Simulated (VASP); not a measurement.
# Sr (P6_3/mmc) in VASP: notebook, part 2 of 2

VASP 6.6.1.

**3. Single point, PBEsol (volume scaled by 0.95)**

INCAR reads:

```
SYSTEM = Sr
PREC     = Accurate       ! precision mode
ENCUT    = 520            ! plane-wave cutoff, eV
EDIFF    = 1E-7           ! SCF threshold, eV
ISMEAR   = -1             ! smearing method
SIGMA    = 0.1            ! smearing width, eV
LREAL    = .False.        ! projectors in reciprocal space
LASPH    = .True.         ! aspherical terms in the spheres
NELM     = 60             ! most SCF steps
ALGO     = Normal         ! electronic algorithm
ISIF     = 2              ! what is computed and relaxed
LWAVE    = .False.        ! write WAVECAR
LCHARG   = .False.        ! write CHGCAR
GGA      = PS             ! functional
NBANDS   = 17             ! bands
```

KPOINTS reads:

```
Automatic mesh
0
Gamma
  12 12 6
  0 0 0
```

POSCAR reads:

```
Sr
1.0
    4.1242257251      0.0000000000      0.0000000000
   -2.0621128626      3.5716842489      0.0000000000
    0.0000000000      0.0000000000      6.7595775831
Sr
2
Direct
    0.3333333333      0.6666666667      0.2500000000
    0.6666666667      0.3333333333      0.7500000000
```

Potentials or basis: VASP PAW PBE potentials, release 64 (Sr_sv).

Command:

```
$ cat potpaw_PBE.64/Sr_sv/POTCAR > POTCAR
$ mpirun -np 1 vasp_std > vasp.out
```

OUTCAR:

```text
SYSTEM = Sr
   PREC = Accurate
   ENCUT = 520
   EDIFF = 1E-7
   ISMEAR = -1
   LREAL = .False.
   LASPH = .True.
   NELM = 60
   ISIF = 2
   GGA = PS

 ion  position               nearest neighbor table
   1  0.333  0.667  0.250-   2 4.13   2 4.13   2 4.13   2 4.13   2 4.13   2 4.13
   2  0.667  0.333  0.750-   1 4.13   1 4.13   1 4.13   1 4.13   1 4.13   1 4.13

  LATTYP: Found a hexagonal cell.
 ALAT       =     4.1242257251
 C/A-ratio  =     1.6389931186

  Lattice vectors:

 A1 = (   4.1242257251,   0.0000000000,   0.0000000000)
 A2 = (  -2.0621128626,   3.5716842489,   0.0000000000)
 A3 = (   0.0000000000,   0.0000000000,   6.7595775831)

Analysis of symmetry for initial positions (statically):
=====================================================================
 Subroutine PRICEL returns:
 Original cell was already a primitive cell.

 Routine SETGRP: Setting up the symmetry group for a
 hexagonal supercell.

 Subroutine GETGRP returns: Found 24 space group operations
 (whereof 12 operations were pure point group operations)
 out of a pool of 24 trial point group operations.

[... 163 lines left out ...]

 E-fermi :   1.8236     XC(G=0):  -7.7461

 val. band max:        1.8103436998   @ k =   0.2500   0.2500   0.1667
 cond. band min:       1.8292079891   @ k =   0.5000   0.0000   0.0000
 fundamental gap:      0.0188642893
 Fermi energy:         1.8236491124

 k-point     1 :       0.0000    0.0000    0.0000
  band No.  band energies     occupation
      1     -34.4901      2.00000
      2     -34.4678      2.00000
      3     -16.6488      2.00000
      4     -16.4084      2.00000
      5     -16.4084      2.00000
      6     -16.3712      2.00000
[... 457 lines left out ...]
      4     -16.5503      2.00000
      5     -16.5255      2.00000
      6     -16.4534      2.00000
[... 9 lines left out ...]
     16       5.6160      0.00000
     17       5.7121      0.00000

 [... further k-points ...]

------------------------ aborting loop because EDIFF is reached ----------------------------------------

  FORCE on cell =-STRESS in cart. coord.  units (eV):
  Direction    XX          YY          ZZ          XY          YZ          ZX
  --------------------------------------------------------------------------------------
  -------------------------------------------------------------------------------------
  Total        0.4172808      0.4172808      0.4377868     -0.0000000     -0.0000000     -0.0000000
  in kB        6.7143500      6.7143500      7.0443057     -0.0000000     -0.0000000     -0.0000000
  external PRESSURE =       6.8243352 kB  Pullay stress =       0.0000000 kB

 VOLUME and BASIS-vectors are now :
 -----------------------------------------------------------------------------
  energy-cutoff  :      520.00
  volume of cell :       99.57
      direct lattice vectors                 reciprocal lattice vectors
     4.124225725  0.000000000  0.000000000     0.242469755  0.139989978  0.000000000
    -2.062112863  3.571684249  0.000000000     0.000000000  0.279979956  0.000000000
     0.000000000  0.000000000  6.759577583     0.000000000  0.000000000  0.147938238

 POSITION                                       TOTAL-FORCE (eV/Angst)
 -----------------------------------------------------------------------------------
     -0.00000      2.38112      1.68989        -0.000000      0.000000      0.000000
      2.06211      1.19056      5.06968         0.000000     -0.000000      0.000000
 -----------------------------------------------------------------------------------
    total drift:                                0.000000     -0.000000      0.000000

  FREE ENERGIE OF THE ION-ELECTRON SYSTEM (eV)
  ---------------------------------------------------
  free  energy   TOTEN  =        -3.7024220052 eV

  energy  without entropy=       -3.6126742706  energy(sigma->0) =       -3.65754814
```

stdout:

```text
POSCAR found type information on POSCAR Sr
 POSCAR found :  1 types and       2 ions
 scaLAPACK will be used
 -----------------------------------------------------------------------------
|                                                                             |
|                                                                             |
|     You enforced a specific xc type in the INCAR file but a different       |
|     I HOPE YOU KNOW WHAT YOU ARE DOING!                                     |
|                                                                             |
 -----------------------------------------------------------------------------

 LDA part: xc-table for (Slater+PW92), standard interpolation
 POSCAR, INCAR and KPOINTS ok, starting setup
 FFT: planning ... GRIDC
 FFT: planning ... GRID_SOFT
 FFT: planning ... GRID
 WAVECAR not read
 entering main loop
```

Run time: 38 s. Hardware: 1 thread of Intel Xeon 6975P-C (Granite Rapids), shared host; peak memory 0.28 GiB.

What came out:

* Free energy: -3.7024 eV
* Pressure: 0.7 GPa
* Band gap on the k mesh: zero (band 10 reaches 1.97 eV, above the bottom of band 11 at 1.77 eV)

Levels at points of the mesh, in eV from the Fermi level:
| k point | band 7 | band 8 | band 9 | band 10 | band 11 | band 12 | band 13 | band 14 |
| --- | --- | --- | --- | --- | --- | --- | --- | --- |
| (0.00, 0.00, 0.00) | -18.19 | -18.19 | -3.79 | -1.19 | 0.22 | 2.40 | 2.42 | 2.42 |
| (0.50, 0.00, 0.00) | -18.26 | -18.23 | -1.11 | -0.49 | 0.01 | 0.25 | 1.44 | 2.06 |
| (0.00, 0.00, 0.50) | -18.21 | -18.21 | -2.77 | -2.77 | 1.32 | 1.32 | 2.42 | 2.42 |
| (0.50, 0.00, 0.50) | -18.27 | -18.27 | -0.86 | -0.86 | 0.38 | 0.38 | 1.39 | 1.39 |

Caveat: the PAW data sets were made with another functional, which shifts forces and pressure a little.
